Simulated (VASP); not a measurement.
# PbS (R-3m) in VASP: single point with LDA

Aim: the single point of PbS with LDA.

Everything below comes from runs of VASP 6.6.1. Logs are shortened: lines on timing, memory, paths and dates and some standing lists are left out, and cuts for length are marked.

### 1 The cell of the first run

It takes space group R-3m (No. 166, trigonal). The conventional cell has a = 4.130 Å, b = 4.130 Å, c = 10.579 Å, α = 90.00°, β = 90.00°, γ = 120.00°. Pb (site symmetry -3m) has 6 S at 2.97 Å within 3.9 Å. S (site symmetry -3m) has 6 Pb at 2.97 Å within 3.9 Å.

### 2 Single point, LDA (equal xy, yz and zx shear strains of +3 %)

The input, INCAR:

```
PREC = Accurate
ENCUT = 520
EDIFF = 1E-6
ISMEAR = -1
SIGMA = 0.01
LREAL = F
LASPH = T
NELM = 100
ALGO = Normal
ISIF = 2
LWAVE = F
LCHARG = F
NBANDS = 17
```

The input, KPOINTS:

```
regular mesh
0
Gamma
  8 8 8
```

The input, POSCAR:

```
PbS
1.0
    0.0889500000      3.0094750000      3.0094750000
    3.0094750000      0.0889500000      3.0094750000
    3.0094750000      3.0094750000      0.0889500000
Pb S
1 1
Direct
    0.0000000000      0.0000000000      0.0000000000
    0.5000000000      0.5000000000      0.5000000000
```

Potentials or basis: VASP PAW LDA potentials, release 64 (Pb_d, S).

Started as:

```console
> cat potpaw_LDA.64/Pb_d/POTCAR potpaw_LDA.64/S/POTCAR > POTCAR
> mpirun -np 1 vasp_std > vasp.out
```

OUTCAR:

```text
PREC = Accurate
   ENCUT = 520
   EDIFF = 1E-6
   ISMEAR = -1
   LREAL = F
   LASPH = T
   NELM = 100
   ISIF = 2

 ion  position               nearest neighbor table
   1  0.000  0.000  0.000-   2 2.97   2 2.97   2 2.97   2 2.97   2 2.97   2 2.97
   2  0.500  0.500  0.500-   1 2.97   1 2.97   1 2.97   1 2.97   1 2.97   1 2.97

  LATTYP: Found a trigonal (rhomboedric) cell.
 ALAT       =     4.2569697736
 COS(alpha) =     0.5293254421

  Lattice vectors:

 A1 = (   0.0889500000,   3.0094750000,   3.0094750000)
 A2 = (   3.0094750000,   0.0889500000,   3.0094750000)
 A3 = (   3.0094750000,   3.0094750000,   0.0889500000)

Analysis of symmetry for initial positions (statically):
=====================================================================
 Subroutine PRICEL returns:
 Original cell was already a primitive cell.

 Routine SETGRP: Setting up the symmetry group for a
 trigonal (rhombohedral) supercell.

 Subroutine GETGRP returns: Found 12 space group operations
 (whereof 12 operations were pure point group operations)
 out of a pool of 12 trial point group operations.

The static configuration has the point symmetry D_3d.

Analysis of symmetry for dynamics (positions and initial velocities):
=====================================================================
 Subroutine PRICEL returns:
 Original cell was already a primitive cell.

 Routine SETGRP: Setting up the symmetry group for a
 trigonal (rhombohedral) supercell.

 Subroutine GETGRP returns: Found 12 space group operations
 (whereof 12 operations were pure point group operations)
 out of a pool of 12 trial point group operations.

The dynamic configuration has the point symmetry D_3d.

 Subroutine INISYM returns: Found 12 space group operations
 (whereof 12 operations are pure point group operations),
 and found     1 'primitive' translations

----------------------------------------------------------------------------------------

                                     Primitive cell

  volume of cell :      52.0971

  direct lattice vectors                    reciprocal lattice vectors
     0.088950000  3.009475000  3.009475000    -0.173695330  0.168708861  0.168708861
     3.009475000  0.088950000  3.009475000     0.168708861 -0.173695330  0.168708861
     3.009475000  3.009475000  0.088950000     0.168708861  0.168708861 -0.173695330

  length of vectors
     4.256969774  4.256969774  4.256969774     0.295119344  0.295119344  0.295119344

  position of ions in fractional coordinates (direct lattice)
     0.000000000  0.000000000  0.000000000
     0.500000000  0.500000000  0.500000000

  ion indices of the primitive-cell ions
   primitive index   ion index
                 1           1
                 2           2

----------------------------------------------------------------------------------------

 KPOINTS: regular mesh

Automatic generation of k-mesh.
 Grid dimensions read from file:
 generate k-points for:    8    8    8

 Generating k-lattice:

  Cartesian coordinates                     Fractional coordinates (reciprocal lattice)
    -0.021711916  0.021088608  0.021088608     0.125000000  0.000000000 -0.000000000
     0.021088608 -0.021711916  0.021088608     0.000000000  0.125000000 -0.000000000
     0.021088608  0.021088608 -0.021711916     0.000000000  0.000000000  0.125000000

  Length of vectors
     0.036889918  0.036889918  0.036889918

  Shift w.r.t. Gamma in fractional coordinates (k-lattice)
     0.000000000  0.000000000  0.000000000

 Subroutine IBZKPT returns following result:
 ===========================================

 Found     65 irreducible k-points:

 Following reciprocal coordinates:
            Coordinates               Weight
  0.000000  0.000000  0.000000      1.000000
  0.125000  0.000000 -0.000000      6.000000
  0.250000  0.000000 -0.000000      6.000000
  0.375000  0.000000  0.000000      6.000000
  0.500000  0.000000 -0.000000      3.000000
  0.125000  0.125000  0.000000      6.000000
[... 16 lines left out ...]
  0.250000  0.125000  0.125000      6.000000
  0.375000  0.125000  0.125000      6.000000
 [... further k-points ...]
   k-points           NKPTS =     65   k-points in BZ     NKDIM =     65   number of bands    NBANDS=     17
   number of dos      NEDOS =    301   number of ions     NIONS =      2
   total plane-waves  NPLWV =  32768
   dimension x,y,z NGX =    32 NGY =   32 NGZ =   32
   dimension x,y,z NGXF=    64 NGYF=   64 NGZF=   64
   ions per type =               1   1
   NGX,Y,Z   is equivalent  to a cutoff of  12.50, 12.50, 12.50 a.u.
   NGXF,Y,Z  is equivalent  to a cutoff of  24.99, 24.99, 24.99 a.u.
 SYSTEM =  unknown system
   PREC   = accura    normal or accurate (medium, high low for compatibility)
   ISTART =      0    job   : 0-new  1-cont  2-samecut
   ICHARG =      2    charge: 1-file 2-atom 10-const
   ISPIN  =      1    spin polarized calculation?
   LNONCOLLINEAR =      F non collinear calculations
   LSORBIT =      F    spin-orbit coupling
   LASPH  =      T    aspherical Exc in radial PAW
   ENCUT  =  520.0 eV  38.22 Ry    6.18 a.u.   7.92  7.92  7.92*2*pi/ulx,y,z
   NELM   =    100;   NELMIN=  2; NELMDL= -5     # of ELM steps
   EDIFF  = 0.1E-05   stopping-criterion for ELM
   LREAL  =      F    real-space projection
   EDIFFG = 0.1E-04   stopping-criterion for IOM
   NSW    =      0    number of steps for IOM
   IBRION =     -1    ionic relax: 0-MD 1-quasi-New 2-CG
   NFREE  =      0    steps in history (QN), initial steepest desc. (CG)
   ISIF   =      2    stress and relaxation
   ISYM   =      2    0-nonsym 1-usesym 2-fastsym
   POTIM  = 0.5000    time-step for ionic-motion
   TEBEG  =    0.0;   TEEND  =   0.0 temperature during run
   PSTRESS=    0.0 pullay stress
   NELECT =      20.0000    total number of electrons
   NUPDOWN=      -1.0000    fix difference up-down
   EMIN   =  10.00;   EMAX   =-10.00  energy-range for DOS
   EFERMI =   0.00;   METHOD = LEGACY
   ISMEAR =    -1;   SIGMA  =   0.01  broadening in eV -4-tet -1-fermi 0-gaus
   EFERMI_NEDOS =   21; number of points for ismear=-14 and -15
   IALGO  =     38    algorithm
   IMIX   =      4    mixing-type and parameters
     AMIX     =   0.40;   BMIX     =  1.00
     AMIX_MAG =   1.60;   BMIX_MAG =  1.00
  volume/ion in A,a.u.               =      26.05       175.78
  Fermi-wavevector in a.u.,A,eV,Ry     =   1.189817  2.248428 19.261291  1.415665
  Thomas-Fermi vector in A             =   2.325916
   LORBIT       =      0    0 simple, 1 ext, 2 COOP (PROOUT), +10 PAW based schemes
   GGA     = CA    functional components
   LHFCALC =     F    Hartree Fock is set to
   AEXX    =    0.0000 exact exchange contribution
   IVDW    =     0    specifies the selected vdW correction
   LEPSILON=     F    determine dielectric tensor
   LRPA    =     F    only Hartree local field effects (RPA)
 non-spin polarized calculation
  energy-cutoff  :      520.00
  volume of cell :       52.10
 maximum number of plane-waves:      1438
   NGX = 15   NGY = 15   NGZ = 15

 number of electron      19.9999996 magnetization

 Free energy of the ion-electron system (eV)
  ---------------------------------------------------
  ext. energy  EPLUGINS =         0.00000000
  ---------------------------------------------------
  free energy    TOTEN  =        -9.97411678 eV

  energy without entropy =       -9.97404211  energy(sigma->0) =       -9.97407944

 E-fermi :   5.7012     XC(G=0): -10.0374

 val. band max:        5.5509254163   @ k =   0.5000   0.0000  -0.0000
 cond. band min:       5.7081703017   @ k =   0.5000   0.0000  -0.0000
 fundamental gap:      0.1572448853
 Fermi energy:         5.7012351725

 k-point     1 :       0.0000    0.0000    0.0000
  band No.  band energies     occupation
      1     -11.1771      2.00000
      2     -11.1771      2.00000
      3     -11.1676      2.00000
      4     -11.1536      2.00000
      5     -11.1536      2.00000
      6      -7.9658      2.00000
[... 9 lines left out ...]
     16      12.4593      0.00000
     17      14.0848      0.00000

 k-point     2 :       0.1250    0.0000   -0.0000
  band No.  band energies     occupation
      1     -11.1790      2.00000
      2     -11.1692      2.00000
      3     -11.1638      2.00000
      4     -11.1579      2.00000
      5     -11.1535      2.00000
      6      -7.8268      2.00000
[... 9 lines left out ...]
     16      12.8499      0.00000
     17      15.3710      0.00000

 k-point     3 :       0.2500    0.0000   -0.0000
  band No.  band energies     occupation
      1     -11.1870      2.00000
      2     -11.1686      2.00000
      3     -11.1647      2.00000
      4     -11.1493      2.00000
      5     -11.1403      2.00000
      6      -7.4392      2.00000
[... 9 lines left out ...]
     16      13.7577      0.00000
     17      17.3939      0.00000

 k-point     4 :       0.3750    0.0000    0.0000
  band No.  band energies     occupation
      1     -11.1977      2.00000
      2     -11.1790      2.00000
      3     -11.1665      2.00000
      4     -11.1298      2.00000
      5     -11.1237      2.00000
      6      -6.9310      2.00000
[... 9 lines left out ...]
     16      15.0673      0.00000
     17      17.3085      0.00000
[... 343 lines left out ...]
      1     -11.1788      2.00000
      2     -11.1788      2.00000
      3     -11.1663      2.00000
      4     -11.1503      2.00000
      5     -11.1503      2.00000
      6      -7.8359      2.00000
[... 9 lines left out ...]
     16      12.7945      0.00000
     17      15.0701      0.00000

 k-point    23 :       0.2500    0.1250    0.1250
  band No.  band energies     occupation
      1     -11.1822      2.00000
      2     -11.1749      2.00000
      3     -11.1644      2.00000
      4     -11.1554      2.00000
      5     -11.1416      2.00000
      6      -7.6163      2.00000
[... 9 lines left out ...]
     16      13.6597      0.00000
     17      15.1264      0.00000

 k-point    24 :       0.3750    0.1250    0.1250
  band No.  band energies     occupation
      1     -11.1943      2.00000
      2     -11.1737      2.00000
      3     -11.1624      2.00000
      4     -11.1474      2.00000
      5     -11.1320      2.00000
      6      -7.1777      2.00000
[... 9 lines left out ...]
     16      14.7801      0.00000
     17      16.6347      0.00000

 [... further k-points ...]

------------------------ aborting loop because EDIFF is reached ----------------------------------------

  FORCE on cell =-STRESS in cart. coord.  units (eV):
  Direction    XX          YY          ZZ          XY          YZ          ZX
  --------------------------------------------------------------------------------------
  -------------------------------------------------------------------------------------
  Total       -0.8341247     -0.8341247     -0.8341247     -0.2051154     -0.2051154     -0.2051154
  in kB      -25.6523878    -25.6523878    -25.6523878     -6.3080495     -6.3080495     -6.3080495
  external PRESSURE =     -25.6523878 kB  Pullay stress =       0.0000000 kB

 VOLUME and BASIS-vectors are now :
 -----------------------------------------------------------------------------
  energy-cutoff  :      520.00
  volume of cell :       52.10
      direct lattice vectors                 reciprocal lattice vectors
     0.088950000  3.009475000  3.009475000    -0.173695330  0.168708861  0.168708861
     3.009475000  0.088950000  3.009475000     0.168708861 -0.173695330  0.168708861
     3.009475000  3.009475000  0.088950000     0.168708861  0.168708861 -0.173695330

 POSITION                                       TOTAL-FORCE (eV/Angst)
 -----------------------------------------------------------------------------------
      0.00000      0.00000      0.00000        -0.000000      0.000000     -0.000000
      3.05395      3.05395      3.05395         0.000000     -0.000000      0.000000
 -----------------------------------------------------------------------------------
    total drift:                                0.000000     -0.000000     -0.000000

  FREE ENERGIE OF THE ION-ELECTRON SYSTEM (eV)
  ---------------------------------------------------
  free  energy   TOTEN  =        -9.9741167803 eV

  energy  without entropy=       -9.9740421058  energy(sigma->0) =       -9.97407944
```

Run time: 34 s. Hardware: 1 thread of Intel Xeon Platinum 8488C (Sapphire Rapids), shared host; peak memory 0.19 GiB.

What came out:

```
Free energy            : -9.9741 eV
Pressure               : -2.6 GPa
Band gap on the k mesh : zero (band 10 reaches 5.78 eV, above the bottom of band 11 at 5.71 eV)
```

Stress tensor (GPa, compression positive):
```
-2.57 -0.63 -0.63
-0.63 -2.57 -0.63
-0.63 -0.63 -2.57
```

Levels at points of the mesh, in eV from the Fermi level:
| k point | band 6 | band 7 | band 8 | band 9 | band 10 | band 11 | band 12 | band 13 | band 14 | band 15 |
| --- | --- | --- | --- | --- | --- | --- | --- | --- | --- | --- |
| (0.00, 0.00, 0.00) | -13.67 | -6.19 | -2.49 | -2.14 | -2.14 | 4.99 | 4.99 | 5.00 | 6.19 | 6.76 |
| (0.50, 0.00, 0.00) | -12.35 | -8.97 | -1.95 | -1.82 | -0.15 | 0.01 | 1.60 | 1.76 | 8.39 | 9.43 |
| (0.50, 0.50, 0.00) | -11.94 | -7.37 | -5.35 | -3.70 | -3.41 | 3.65 | 5.15 | 5.45 | 5.69 | 11.04 |
| (0.50, 0.50, 0.50) | -12.43 | -9.19 | -1.73 | -1.73 | 0.08 | 0.35 | 2.01 | 2.01 | 8.37 | 9.86 |

Caveat: the cell differs from its parent crystal (equal xy, yz and zx shear strains of +3 %); spin-orbit coupling is left out, which moves the levels of the heavy elements.
